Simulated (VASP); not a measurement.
A run of VASP 6.6.1 is set up as follows.

INCAR

```
PREC = Accurate
ENCUT = 520
EDIFF = 1E-6
ISMEAR = 0
SIGMA = 0.05
LREAL = False
LASPH = True
NELM = 150
ALGO = Normal
ISIF = 2
LWAVE = False
LCHARG = False
ISPIN = 2
MAGMOM = 1
LORBIT = 11
LMAXMIX = 4
GGA = PE
NBANDS = 16
```

Contents of KPOINTS:

```
Automatic mesh
0
Gamma
  8 8 8
```

The input POSCAR:

```
V
1.0
    0.0000000000      1.9024806012      1.9024806012
    1.9024806012      0.0000000000      1.9024806012
    1.9024806012      1.9024806012      0.0000000000
V
1
Direct
    0.0000000000      0.0000000000      0.0000000000
```

Potentials or basis: VASP PAW PBE potentials, release 64 (V_sv).

Launch:

```sh
$ cat potpaw_PBE.64/V_sv/POTCAR > POTCAR
$ mpirun -np 1 vasp_std > vasp.out
```

(1) Estimate the net moment.

(2) Estimate the pressure.

(3) Estimate the site moments.

Results:

(1) 0.08 μB per cell.

(2) 2.3 GPa.

(3) V +0.07 μB.
